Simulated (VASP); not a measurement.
# InP (I4mm) in VASP: further runs

Runs on InP. Level: PBE. Tasks: single point.

Program: VASP 6.6.1. These are calculated values, not measurements. Logs are shortened: lines on timing, memory, paths and dates and some standing lists are left out, and cuts for length are marked.

## (1) The cell of the first run

It takes space group I4mm (No. 107, tetragonal). The conventional cell has a = 3.918 Å, b = 3.918 Å, c = 5.153 Å, α = 90.00°, β = 90.00°, γ = 90.00°. Within 2.8 Å of In (site symmetry 4mm) lie 1 P at 2.08 Å. P (site symmetry 4mm) has 1 In at 2.08 Å within 2.8 Å.

## (2) Single point, PBE (mode 4 frozen in at -0.422 Å, normal strain along x -0.0700)

The input, INCAR:

```
SYSTEM = InP
PREC = Accurate
ENCUT = 520
EDIFF = 1E-6
ISMEAR = 0
SIGMA = 0.15
LREAL = .False.
LASPH = .True.
NELM = 80
ALGO = Normal
ISIF = 2
LWAVE = .False.
LCHARG = .False.
GGA = PE
NBANDS = 16
```

The input, KPOINTS:

```
Automatic mesh
0
Gamma
  14 14 14
  0 0 0
```

The input, POSCAR:

```
InP
1.0
    0.0000000000      2.7701982124      2.7701982124
    2.5762843375      0.0000000000      2.7701982124
    2.5762843375      2.7701982124      0.0000000000
In P
1 1
Direct
   -0.0205473392      0.0205473392      0.0205473392
    0.5761678349      0.4238321651      0.4238321651
```

Potentials or basis: VASP PAW PBE potentials, release 64 (In_d, P).

On the command line:

```bash
$ cat potpaw_PBE.64/In_d/POTCAR potpaw_PBE.64/P/POTCAR > POTCAR
$ mpirun -np 1 vasp_std > vasp.out
```

OUTCAR:

```text
SYSTEM = InP
   PREC = Accurate
   ENCUT = 520
   EDIFF = 1E-6
   ISMEAR = 0
   LREAL = .False.
   LASPH = .True.
   NELM = 80
   ISIF = 2
   GGA = PE

 ion  position               nearest neighbor table
   1  0.979  0.021  0.021-   2 2.08   2 2.81   2 2.81   2 2.81   2 2.81   2 3.07
   2  0.576  0.424  0.424-   1 2.08   1 2.81   1 2.81   1 2.81   1 2.81   1 3.07

  LATTYP: Found a body centered tetragonal cell.
 ALAT       =     3.9176518824
 C/A-ratio  =     1.3152186130

  Lattice vectors:

 A1 = (  -2.5762843375,   0.0000000000,  -2.7701982124)
 A2 = (  -2.5762843375,   0.0000000000,   2.7701982124)
 A3 = (   2.5762843375,   2.7701982124,   0.0000000000)

Analysis of symmetry for initial positions (statically):
=====================================================================
 Subroutine PRICEL returns:
 Original cell was already a primitive cell.

 Routine SETGRP: Setting up the symmetry group for a
 body centered tetragonal supercell.

 Subroutine GETGRP returns: Found  8 space group operations
 (whereof  8 operations were pure point group operations)
 out of a pool of 16 trial point group operations.

The static configuration has the point symmetry C_4v.

Analysis of symmetry for dynamics (positions and initial velocities):
=====================================================================
 Subroutine PRICEL returns:
 Original cell was already a primitive cell.

 Routine SETGRP: Setting up the symmetry group for a
 body centered tetragonal supercell.

 Subroutine GETGRP returns: Found  8 space group operations
 (whereof  8 operations were pure point group operations)
 out of a pool of 16 trial point group operations.

The dynamic configuration has the point symmetry C_4v.

 Subroutine INISYM returns: Found  8 space group operations
 (whereof  8 operations are pure point group operations),
 and found     1 'primitive' translations

----------------------------------------------------------------------------------------

                                     Primitive cell

  volume of cell :      39.5408

  direct lattice vectors                    reciprocal lattice vectors
     0.000000000  2.770198212  2.770198212    -0.194077957  0.180492500  0.180492500
     2.576284338  0.000000000  2.770198212     0.194077957 -0.180492500  0.180492500
     2.576284338  2.770198212  0.000000000     0.194077957  0.180492500 -0.180492500

  length of vectors
     3.917651882  3.783019842  3.783019842     0.320657665  0.320657665  0.320657665

  position of ions in fractional coordinates (direct lattice)
     0.979452661  0.020547339  0.020547339
     0.576167835  0.423832165  0.423832165

  ion indices of the primitive-cell ions
   primitive index   ion index
                 1           1
                 2           2

----------------------------------------------------------------------------------------

 KPOINTS: Automatic mesh

Automatic generation of k-mesh.
 Grid dimensions read from file:
 generate k-points for:   14   14   14

 Generating k-lattice:

  Cartesian coordinates                     Fractional coordinates (reciprocal lattice)
    -0.013862711  0.012892321  0.012892321     0.071428571  0.000000000  0.000000000
     0.013862711 -0.012892321  0.012892321     0.000000000  0.071428571  0.000000000
     0.013862711  0.012892321 -0.012892321     0.000000000  0.000000000  0.071428571

  Length of vectors
     0.022904119  0.022904119  0.022904119

  Shift w.r.t. Gamma in fractional coordinates (k-lattice)
     0.000000000  0.000000000  0.000000000

 Subroutine IBZKPT returns following result:
 ===========================================

 Found    244 irreducible k-points:

 Following reciprocal coordinates:
            Coordinates               Weight
  0.000000  0.000000  0.000000      1.000000
  0.071429  0.000000  0.000000      8.000000
  0.142857  0.000000  0.000000      8.000000
  0.214286  0.000000  0.000000      8.000000
  0.285714  0.000000  0.000000      8.000000
  0.357143  0.000000  0.000000      8.000000
[... 16 lines left out ...]
  0.214286  0.142857  0.000000     16.000000
  0.285714  0.142857  0.000000     16.000000
 [... further k-points ...]
   k-points           NKPTS =    244   k-points in BZ     NKDIM =    244   number of bands    NBANDS=     16
   number of dos      NEDOS =    301   number of ions     NIONS =      2
   total plane-waves  NPLWV =  23520
   dimension x,y,z NGX =    30 NGY =   28 NGZ =   28
   dimension x,y,z NGXF=    60 NGYF=   56 NGZF=   56
   ions per type =               1   1
   NGX,Y,Z   is equivalent  to a cutoff of  12.73, 12.30, 12.30 a.u.
   NGXF,Y,Z  is equivalent  to a cutoff of  25.46, 24.61, 24.61 a.u.
 SYSTEM =  InP
   PREC   = accura    normal or accurate (medium, high low for compatibility)
   ISTART =      0    job   : 0-new  1-cont  2-samecut
   ICHARG =      2    charge: 1-file 2-atom 10-const
   ISPIN  =      1    spin polarized calculation?
   LNONCOLLINEAR =      F non collinear calculations
   LSORBIT =      F    spin-orbit coupling
   LASPH  =      T    aspherical Exc in radial PAW
   ENCUT  =  520.0 eV  38.22 Ry    6.18 a.u.   7.28  7.03  7.03*2*pi/ulx,y,z
   NELM   =     80;   NELMIN=  2; NELMDL= -5     # of ELM steps
   EDIFF  = 0.1E-05   stopping-criterion for ELM
   LREAL  =      F    real-space projection
   EDIFFG = 0.1E-04   stopping-criterion for IOM
   NSW    =      0    number of steps for IOM
   IBRION =     -1    ionic relax: 0-MD 1-quasi-New 2-CG
   NFREE  =      0    steps in history (QN), initial steepest desc. (CG)
   ISIF   =      2    stress and relaxation
   ISYM   =      2    0-nonsym 1-usesym 2-fastsym
   POTIM  = 0.5000    time-step for ionic-motion
   TEBEG  =    0.0;   TEEND  =   0.0 temperature during run
   PSTRESS=    0.0 pullay stress
   NELECT =      18.0000    total number of electrons
   NUPDOWN=      -1.0000    fix difference up-down
   EMIN   =  10.00;   EMAX   =-10.00  energy-range for DOS
   EFERMI =   0.00;   METHOD = LEGACY
   ISMEAR =     0;   SIGMA  =   0.15  broadening in eV -4-tet -1-fermi 0-gaus
   EFERMI_NEDOS =   21; number of points for ismear=-14 and -15
   IALGO  =     38    algorithm
   IMIX   =      4    mixing-type and parameters
     AMIX     =   0.40;   BMIX     =  1.00
     AMIX_MAG =   1.60;   BMIX_MAG =  1.00
  volume/ion in A,a.u.               =      19.77       133.42
  Fermi-wavevector in a.u.,A,eV,Ry     =   1.259362  2.379849 21.578732  1.585992
  Thomas-Fermi vector in A             =   2.392925
   LORBIT       =      0    0 simple, 1 ext, 2 COOP (PROOUT), +10 PAW based schemes
   GGA     = PE    functional components
   LHFCALC =     F    Hartree Fock is set to
   AEXX    =    0.0000 exact exchange contribution
   IVDW    =     0    specifies the selected vdW correction
   LEPSILON=     F    determine dielectric tensor
   LRPA    =     F    only Hartree local field effects (RPA)
 non-spin polarized calculation
 Gauss-broadening in eV      SIGMA  =   0.15
  energy-cutoff  :      520.00
  volume of cell :       39.54
 maximum number of plane-waves:      1098
 NGX is ok and might be reduce to    30
   NGX = 15   NGY = 15   NGZ = 15

 number of electron      17.9999999 magnetization

 Free energy of the ion-electron system (eV)
  ---------------------------------------------------
  ext. energy  EPLUGINS =         0.00000000
  ---------------------------------------------------
  free energy    TOTEN  =        -6.31844062 eV

  energy without entropy =       -6.30765470  energy(sigma->0) =       -6.31304766

 E-fermi :   7.8998     XC(G=0): -10.6617

 val. band max:        7.8959749347   @ k =  -0.2143   0.2143   0.0000
 cond. band min:       7.9020276224   @ k =   0.0000   0.0714   0.0714
 fundamental gap:      0.0060526877
 Fermi energy:         7.8998163503

 k-point     1 :       0.0000    0.0000    0.0000
  band No.  band energies     occupation
      1      -7.3398      2.00000
      2      -6.7902      2.00000
      3      -6.7902      2.00000
      4      -6.5859      2.00000
      5      -6.5475      2.00000
      6      -4.6060      2.00000
[... 8 lines left out ...]
     15      17.3379      0.00000
     16      17.3993      0.00000

 k-point     2 :       0.0714    0.0000    0.0000
  band No.  band energies     occupation
      1      -7.3403      2.00000
      2      -6.7877      2.00000
      3      -6.7860      2.00000
      4      -6.5862      2.00000
      5      -6.5465      2.00000
      6      -4.5409      2.00000
[... 8 lines left out ...]
     15      16.9461      0.00000
     16      17.9233      0.00000

 k-point     3 :       0.1429    0.0000    0.0000
  band No.  band energies     occupation
      1      -7.3425      2.00000
      2      -6.7811      2.00000
      3      -6.7754      2.00000
      4      -6.5857      2.00000
      5      -6.5436      2.00000
      6      -4.3459      2.00000
[... 8 lines left out ...]
     15      16.3921      0.00000
     16      17.5146      0.00000

 k-point     4 :       0.2143    0.0000    0.0000
  band No.  band energies     occupation
      1      -7.3469      2.00000
      2      -6.7729      2.00000
      3      -6.7636      2.00000
      4      -6.5812      2.00000
      5      -6.5388      2.00000
      6      -4.0247      2.00000
[... 8 lines left out ...]
     15      16.5743      0.00000
     16      17.2538      0.00000
[... 324 lines left out ...]
 k-point    22 :       0.1429    0.1429    0.0000
  band No.  band energies     occupation
      1      -7.3564      2.00000
      2      -6.8036      2.00000
      3      -6.7550      2.00000
      4      -6.5983      2.00000
      5      -6.5315      2.00000
      6      -4.2469      2.00000
[... 8 lines left out ...]
     15      18.2439      0.00000
     16      18.3501      0.00000

 k-point    23 :       0.2143    0.1429    0.0000
  band No.  band energies     occupation
      1      -7.3653      2.00000
      2      -6.8060      2.00000
      3      -6.7387      2.00000
      4      -6.6030      2.00000
      5      -6.5240      2.00000
      6      -4.0045      2.00000
[... 8 lines left out ...]
     15      18.0156      0.00000
     16      18.8548      0.00000

 k-point    24 :       0.2857    0.1429    0.0000
  band No.  band energies     occupation
      1      -7.3734      2.00000
      2      -6.8012      2.00000
      3      -6.7271      2.00000
      4      -6.6023      2.00000
      5      -6.5173      2.00000
      6      -3.6447      2.00000
[... 8 lines left out ...]
     15      18.2015      0.00000
     16      18.6674      0.00000

 [... further k-points ...]
[... 5 lines left out ...]
  --------------------------------------------------------------------------------------
  -------------------------------------------------------------------------------------
  Total       17.4026034      0.2313111      0.2313111      0.0000000      0.0000000      0.0000000
  in kB      705.1464539      9.3726340      9.3726340      0.0000000      0.0000000      0.0000000
  external PRESSURE =     241.2972407 kB  Pullay stress =       0.0000000 kB

 VOLUME and BASIS-vectors are now :
 -----------------------------------------------------------------------------
  energy-cutoff  :      520.00
  volume of cell :       39.54
      direct lattice vectors                 reciprocal lattice vectors
     0.000000000  2.770198212  2.770198212    -0.194077957  0.180492500  0.180492500
     2.576284338  0.000000000  2.770198212     0.194077957 -0.180492500  0.180492500
     2.576284338  2.770198212  0.000000000     0.194077957  0.180492500 -0.180492500

 POSITION                                       TOTAL-FORCE (eV/Angst)
 -----------------------------------------------------------------------------------
      0.10587      2.77020      2.77020        -7.835961      0.000000      0.000000
      2.18382      2.77020      2.77020         7.835961      0.000000      0.000000
 -----------------------------------------------------------------------------------
    total drift:                               -0.000333      0.000009      0.000009

  FREE ENERGIE OF THE ION-ELECTRON SYSTEM (eV)
  ---------------------------------------------------
  free  energy   TOTEN  =        -6.3184406212 eV

  energy  without entropy=       -6.3076546973  energy(sigma->0) =       -6.31304766
```

Wall time 92 s (1 thread of Intel Xeon 6975P-C (Granite Rapids), shared host); peak memory 0.27 GiB.

Results:

| Item | Value |
| --- | --- |
| Free energy | -6.3184 eV |
| Pressure | 24.1 GPa |
| Largest force | 7.836 eV/Å |
| Band gap on the k mesh | zero (band 9 reaches 8.21 eV, above the bottom of band 10 at 5.97 eV) |

Forces in eV/Å, atoms in the order of the input:
```
In  -7.836  0.000  0.000
P    7.836  0.000  0.000
```

Levels at points of the mesh, in eV from the Fermi level:
| k point | band 6 | band 7 | band 8 | band 9 | band 10 | band 11 | band 12 | band 13 |
| --- | --- | --- | --- | --- | --- | --- | --- | --- |
| (0.00, 0.00, 0.00) | -12.51 | -0.73 | 0.21 | 0.21 | 1.15 | 5.64 | 5.64 | 7.25 |
| (0.50, 0.00, 0.00) | -10.30 | -6.86 | -0.25 | -0.12 | 2.34 | 3.38 | 4.82 | 6.06 |
| (0.50, 0.50, 0.00) | -9.39 | -5.41 | -2.93 | -1.67 | -1.58 | 3.08 | 10.01 | 10.56 |
| (0.00, 0.50, 0.50) | -8.53 | -5.99 | -2.84 | -2.84 | -1.93 | 3.51 | 10.52 | 10.52 |

Caveat: the cell differs from its parent crystal (mode 4 frozen in at -0.422 Å, normal strain along x -0.0700); spin-orbit coupling is left out, which moves the levels of the heavy elements; forces of over 1 eV/Å act on the atoms, so gaps and moduli don't describe the material at rest.

[end of part 1 of 2]
